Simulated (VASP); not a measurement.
Set up this calculation in VASP 6.6.1, as the native input.

```yaml
Task: single point
Functional: PBE
Potentials_or_basis: VASP PAW PBE potentials, release 64 (P, Ga_d, As)
Cutoff: 520 eV
k_mesh: 6 × 6 × 4
Occupations: fermi-dirac, width 0.02 eV
Spin: no spin polarisation
Dipole_correction: no
Further_INCAR_settings: ALGO = Normal; EDIFF = 1e-06; NBANDS = 46
```

The structure of Ga4AsP3 lies in POSCAR:

```
Ga4AsP3
1.0
    7.3000084672     -1.9624575386      0.0285799418
    7.3000084672      1.9624575386      0.0285799418
   -3.1812014731      0.0000000000      5.9998097884
P Ga As
3 4 1
Direct
    1.0017096682      1.0017096682      0.6683354828
    0.7501498064      0.7501498064      0.0841676066
    0.4985099383      0.4985099383      0.1655990578
    0.1869805428      0.1869805428      0.8597083427
    0.9369715471      0.9369715471      0.2712821644
    0.6836814208      0.6836814208      0.3440503271
    0.4414261643      0.4414261643      0.7739510200
    0.2505709122      0.2505709122      0.5829059988
```

The input as run:

INCAR

```
PREC = Accurate ; ENCUT = 520
EDIFF = 1E-6 ; ISMEAR = -1
SIGMA = 0.02 ; LREAL = F
LASPH = T ; NELM = 100
ALGO = Normal ; ISIF = 2
LWAVE = F ; LCHARG = F
GGA = PE ; NBANDS = 46
```

KPOINTS

```
Automatic mesh
0
Gamma
  6 6 4
```

Potentials or basis: VASP PAW PBE potentials, release 64 (P, Ga_d, As).

Command:

```bash
$ cat potpaw_PBE.64/P/POTCAR potpaw_PBE.64/Ga_d/POTCAR potpaw_PBE.64/As/POTCAR > POTCAR
$ mpirun -np 1 vasp_std > vasp.out
```

It gave:

| Property | Result |
| --- | --- |
| Pressure | 0.1 GPa |
| Largest force | 0.017 eV/Å |
| Band gap on the k mesh | 1.03 eV, direct |

Wall time 8.9 min on 1 thread of Intel(R) Xeon(R) Platinum 8259CL CPU @ 2.50GHz (Skylake/Cascade Lake), with other jobs on the host, peak memory 0.63 GiB.
